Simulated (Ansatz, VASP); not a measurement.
## One calculation of GaSb, two programs

```
Sb Ga
1.0
    -1.52414    2.62040    2.83425
     1.52414   -2.62040    2.83425
     1.52414    2.62040   -2.83425
Sb Ga
1 1
Cartesian
  0.0000 0.0000 2.8342
  0.0000 0.0000 0.0000
```

Change from the starting cell: volume scaled by 0.94.

Alike in both runs: task single point; functional PBE; k mesh 10 × 10 × 10; occupations fermi-dirac, width 0.05 eV; no spin polarisation.

|  | VASP | Ansatz |
| --- | --- | --- |
| version | VASP 6.6.1 | Ansatz 0.2.0 |
| potentials or method | VASP PAW PBE potentials, release 64 (Sb, Ga_d), cutoff 520 eV | all-electron LAPW, scalar-relativistic |

Ansatz gave:

- gap on the k mesh at the Fermi level (eV): none
- pressure (GPa): 3.7
- traceless stress, the component that is largest in VASP (GPa): 1.26

Q: Estimate VASP's values.

A: gap on the k mesh at the Fermi level (eV): none; pressure (GPa): 3.7; traceless stress, the component that is largest in VASP (GPa): 1.24.

A gap of «none» marks a metal or a gap that the smearing closes. Ansatz ran all-electron here, and VASP with PAW potentials.

Spin-orbit coupling is off throughout.
